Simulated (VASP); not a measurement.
# Te (R-3m) in VASP: notebook

Te is run at these levels: LDA; tasks: single point.

Everything below comes from runs of VASP 6.6.1. Logs are shortened: lines on timing, memory, paths and dates and some standing lists are left out, and cuts for length are marked.

## Step 1: The cell of the first run

It takes space group R-3m (No. 166, trigonal). Conventional cell: a = 4.518 Å, b = 4.518 Å, c = 4.969 Å, α = 90.00°, β = 90.00°, γ = 120.00°. Te (site symmetry -3m) has 6 Te at 3.09 Å within 4.1 Å.

## Step 2: Single point, LDA

Contents of INCAR:

```
PREC = Accurate
ENCUT = 520
EDIFF = 1E-6
ISMEAR = -1
SIGMA = 0.05
LREAL = F
LASPH = T
NELM = 100
ALGO = Normal
ISIF = 2
LWAVE = F
LCHARG = F
GGA = CA
NBANDS = 9
```

Contents of KPOINTS:

```
Automatic mesh
0
Gamma
  9 9 9
```

Contents of POSCAR:

```
Te
1.0
    2.2588318621      1.3041371837      1.6564347588
   -2.2588318621      1.3041371837      1.6564347588
    0.0000000000     -2.6082743673      1.6564347588
Te
1
Direct
    0.5000000000      0.5000000000      0.5000000000
```

Potentials or basis: VASP PAW LDA potentials, release 64 (Te).

The run is started by

```
$ cat potpaw_LDA.64/Te/POTCAR > POTCAR
$ mpirun -np 1 vasp_std > vasp.out
```

OUTCAR:

```text
PREC = Accurate
   ENCUT = 520
   EDIFF = 1E-6
   ISMEAR = -1
   LREAL = F
   LASPH = T
   NELM = 100
   ISIF = 2
   GGA = CA

 ion  position               nearest neighbor table
   1  0.500  0.500  0.500-

  LATTYP: Found a trigonal (rhomboedric) cell.
 ALAT       =     3.0898011725
 COS(alpha) =    -0.0688991668

  Lattice vectors:

 A1 = (   2.2588318621,   1.3041371837,   1.6564347588)
 A2 = (  -2.2588318621,   1.3041371837,   1.6564347588)
 A3 = (   0.0000000000,  -2.6082743673,   1.6564347588)

Analysis of symmetry for initial positions (statically):
=====================================================================
 Subroutine PRICEL returns:
 Original cell was already a primitive cell.

 Routine SETGRP: Setting up the symmetry group for a
 trigonal (rhombohedral) supercell.

 Subroutine GETGRP returns: Found 12 space group operations
 (whereof 12 operations were pure point group operations)
 out of a pool of 12 trial point group operations.

The static configuration has the point symmetry D_3d.

Analysis of symmetry for dynamics (positions and initial velocities):
=====================================================================
 Subroutine PRICEL returns:
 Original cell was already a primitive cell.

 Routine SETGRP: Setting up the symmetry group for a
 trigonal (rhombohedral) supercell.

 Subroutine GETGRP returns: Found 12 space group operations
 (whereof 12 operations were pure point group operations)
 out of a pool of 12 trial point group operations.

The dynamic configuration has the point symmetry D_3d.

 Subroutine INISYM returns: Found 12 space group operations
 (whereof 12 operations are pure point group operations),
 and found     1 'primitive' translations

----------------------------------------------------------------------------------------

                                     Primitive cell

  volume of cell :      29.2774

  direct lattice vectors                    reciprocal lattice vectors
     2.258831862  1.304137184  1.656434759     0.221353350  0.127798416  0.201235413
    -2.258831862  1.304137184  1.656434759    -0.221353350  0.127798416  0.201235413
     0.000000000 -2.608274367  1.656434759     0.000000000 -0.255596833  0.201235413

  length of vectors
     3.089801172  3.089801172  3.089801172     0.325308211  0.325308211  0.325308211

  position of ions in fractional coordinates (direct lattice)
     0.500000000  0.500000000  0.500000000

  ion indices of the primitive-cell ions
   primitive index   ion index
                 1           1

----------------------------------------------------------------------------------------

 KPOINTS: Automatic mesh

Automatic generation of k-mesh.
 Grid dimensions read from file:
 generate k-points for:    9    9    9

 Generating k-lattice:

  Cartesian coordinates                     Fractional coordinates (reciprocal lattice)
     0.024594817  0.014199824  0.022359490     0.111111111  0.000000000  0.000000000
    -0.024594817  0.014199824  0.022359490     0.000000000  0.111111111  0.000000000
     0.000000000 -0.028399648  0.022359490     0.000000000  0.000000000  0.111111111

  Length of vectors
     0.036145357  0.036145357  0.036145357

  Shift w.r.t. Gamma in fractional coordinates (k-lattice)
     0.000000000  0.000000000  0.000000000

 Subroutine IBZKPT returns following result:
 ===========================================

 Found     85 irreducible k-points:

 Following reciprocal coordinates:
            Coordinates               Weight
  0.000000  0.000000  0.000000      1.000000
  0.111111  0.000000 -0.000000      6.000000
  0.222222 -0.000000  0.000000      6.000000
  0.333333  0.000000  0.000000      6.000000
  0.444444 -0.000000  0.000000      6.000000
  0.111111  0.111111 -0.000000      6.000000
[... 16 lines left out ...]
 -0.333333  0.333333  0.000000      6.000000
  0.444444  0.444444  0.000000      6.000000
 [... further k-points ...]
   k-points           NKPTS =     85   k-points in BZ     NKDIM =     85   number of bands    NBANDS=      9
   number of dos      NEDOS =    301   number of ions     NIONS =      1
   total plane-waves  NPLWV =  13824
   dimension x,y,z NGX =    24 NGY =   24 NGZ =   24
   dimension x,y,z NGXF=    48 NGYF=   48 NGZF=   48
   ions per type =               1
   NGX,Y,Z   is equivalent  to a cutoff of  12.91, 12.91, 12.91 a.u.
   NGXF,Y,Z  is equivalent  to a cutoff of  25.83, 25.83, 25.83 a.u.
 SYSTEM =  unknown system
   PREC   = accura    normal or accurate (medium, high low for compatibility)
   ISTART =      0    job   : 0-new  1-cont  2-samecut
   ICHARG =      2    charge: 1-file 2-atom 10-const
   ISPIN  =      1    spin polarized calculation?
   LNONCOLLINEAR =      F non collinear calculations
   LSORBIT =      F    spin-orbit coupling
   LASPH  =      T    aspherical Exc in radial PAW
   ENCUT  =  520.0 eV  38.22 Ry    6.18 a.u.   5.74  5.74  5.74*2*pi/ulx,y,z
   NELM   =    100;   NELMIN=  2; NELMDL= -5     # of ELM steps
   EDIFF  = 0.1E-05   stopping-criterion for ELM
   LREAL  =      F    real-space projection
   EDIFFG = 0.1E-04   stopping-criterion for IOM
   NSW    =      0    number of steps for IOM
   IBRION =     -1    ionic relax: 0-MD 1-quasi-New 2-CG
   NFREE  =      0    steps in history (QN), initial steepest desc. (CG)
   ISIF   =      2    stress and relaxation
   ISYM   =      2    0-nonsym 1-usesym 2-fastsym
   POTIM  = 0.5000    time-step for ionic-motion
   TEBEG  =    0.0;   TEEND  =   0.0 temperature during run
   PSTRESS=    0.0 pullay stress
   NELECT =       6.0000    total number of electrons
   NUPDOWN=      -1.0000    fix difference up-down
   EMIN   =  10.00;   EMAX   =-10.00  energy-range for DOS
   EFERMI =   0.00;   METHOD = LEGACY
   ISMEAR =    -1;   SIGMA  =   0.05  broadening in eV -4-tet -1-fermi 0-gaus
   EFERMI_NEDOS =   21; number of points for ismear=-14 and -15
   IALGO  =     38    algorithm
   IMIX   =      4    mixing-type and parameters
     AMIX     =   0.40;   BMIX     =  1.00
     AMIX_MAG =   1.60;   BMIX_MAG =  1.00
  volume/ion in A,a.u.               =      29.28       197.57
  Fermi-wavevector in a.u.,A,eV,Ry     =   0.965193  1.823951 12.675163  0.931598
  Thomas-Fermi vector in A             =   2.094889
   LORBIT       =      0    0 simple, 1 ext, 2 COOP (PROOUT), +10 PAW based schemes
   GGA     = CA    functional components
   LHFCALC =     F    Hartree Fock is set to
   AEXX    =    0.0000 exact exchange contribution
   IVDW    =     0    specifies the selected vdW correction
   LEPSILON=     F    determine dielectric tensor
   LRPA    =     F    only Hartree local field effects (RPA)
 non-spin polarized calculation
  energy-cutoff  :      520.00
  volume of cell :       29.28
 maximum number of plane-waves:       805
   NGX = 11   NGY = 11   NGZ = 11

 number of electron       6.0000000 magnetization

 Free energy of the ion-electron system (eV)
  ---------------------------------------------------
  ext. energy  EPLUGINS =         0.00000000
  ---------------------------------------------------
  free energy    TOTEN  =        -3.77409079 eV

  energy without entropy =       -3.76864265  energy(sigma->0) =       -3.77136672

 E-fermi :   7.8219     XC(G=0):  -9.9696

 val. band max:        7.7915391633   @ k =   0.2222   0.1111  -0.0000
 cond. band min:       7.8310748407   @ k =  -0.1111   0.1111   0.1111
 fundamental gap:      0.0395356774
 Fermi energy:         7.8218542853

 k-point     1 :       0.0000    0.0000    0.0000
  band No.  band energies     occupation
      1      -6.6866      2.00000
      2       8.8381      0.00000
      3       9.3169      0.00000
      4       9.3169      0.00000
      5      13.8273      0.00000
      6      13.8273      0.00000
      7      14.6686      0.00000
      8      24.9989      0.00000
      9      25.0524      0.00000

 k-point     2 :       0.1111    0.0000   -0.0000
  band No.  band energies     occupation
      1      -6.5202      2.00000
      2       7.4671      1.99834
      3       9.1573      0.00000
      4       9.4563      0.00000
      5      13.9777      0.00000
      6      14.4816      0.00000
      7      16.1347      0.00000
      8      22.7169      0.00000
      9      22.7437      0.00000

 k-point     3 :       0.2222   -0.0000    0.0000
  band No.  band energies     occupation
      1      -6.0418      2.00000
      2       4.8930      2.00000
      3       9.5226      0.00000
      4       9.8413      0.00000
      5      14.4066      0.00000
      6      15.0609      0.00000
      7      19.2090      0.00000
      8      20.7240      0.00000
      9      20.8810      0.00000

 k-point     4 :       0.3333    0.0000    0.0000
  band No.  band energies     occupation
      1      -5.3429      2.00000
      2       2.6411      2.00000
      3      10.0273      0.00000
      4      10.3560      0.00000
      5      15.0074      0.00000
      6      15.9203      0.00000
      7      18.7190      0.00000
      8      19.2669      0.00000
      9      21.2992      0.00000
[... 205 lines left out ...]
 k-point    22 :      -0.4444    0.3333   -0.0000
  band No.  band energies     occupation
      1      -3.4159      2.00000
      2       2.5288      2.00000
      3       4.5137      2.00000
      4      10.8076      0.00000
      5      11.6367      0.00000
      6      17.4574      0.00000
      7      19.2189      0.00000
      8      20.5964      0.00000
      9      21.2369      0.00000

 k-point    23 :      -0.3333    0.3333    0.0000
  band No.  band energies     occupation
      1      -4.0899      2.00000
      2       4.0843      2.00000
      3       4.1171      2.00000
      4      11.2423      0.00000
      5      11.6783      0.00000
      6      16.7034      0.00000
      7      19.8086      0.00000
      8      20.1248      0.00000
      9      22.7049      0.00000

 k-point    24 :       0.4444    0.4444    0.0000
  band No.  band energies     occupation
      1      -2.6925      2.00000
      2       2.5584      2.00000
      3       3.2788      2.00000
      4       9.8725      0.00000
      5      12.0226      0.00000
      6      18.2982      0.00000
      7      20.0094      0.00000
      8      20.4489      0.00000
      9      20.7913      0.00000

 [... further k-points ...]
[... 5 lines left out ...]
  --------------------------------------------------------------------------------------
  -------------------------------------------------------------------------------------
  Total        0.5840325      0.5840325      0.4591030      0.0000000      0.0000000      0.0000000
  in kB       31.9605930     31.9605930     25.1239520      0.0000000      0.0000000      0.0000000
  external PRESSURE =      29.6817126 kB  Pullay stress =       0.0000000 kB

 VOLUME and BASIS-vectors are now :
 -----------------------------------------------------------------------------
  energy-cutoff  :      520.00
  volume of cell :       29.28
      direct lattice vectors                 reciprocal lattice vectors
     2.258831862  1.304137184  1.656434759     0.221353350  0.127798416  0.201235413
    -2.258831862  1.304137184  1.656434759    -0.221353350  0.127798416  0.201235413
     0.000000000 -2.608274367  1.656434759     0.000000000 -0.255596833  0.201235413

 POSITION                                       TOTAL-FORCE (eV/Angst)
 -----------------------------------------------------------------------------------
      0.00000      0.00000      2.48465         0.000000      0.000000      0.000000
 -----------------------------------------------------------------------------------
    total drift:                                0.000000      0.000000     -0.000000

  FREE ENERGIE OF THE ION-ELECTRON SYSTEM (eV)
  ---------------------------------------------------
  free  energy   TOTEN  =        -3.7740907857 eV

  energy  without entropy=       -3.7686426484  energy(sigma->0) =       -3.77136672
```

It took 7.5 s on 1 thread of Intel Xeon Platinum 8488C (Sapphire Rapids), shared host; peak memory 0.14 GiB.

What came out:

- Free energy: -3.7741 eV
- Pressure: 3.0 GPa
- Band gap on the k mesh: zero (band 3 reaches 10.42 eV, above the bottom of band 4 at 5.16 eV)

Caveat: spin-orbit coupling is left out, which moves the levels of the heavy elements.

[end of part 1 of 2]
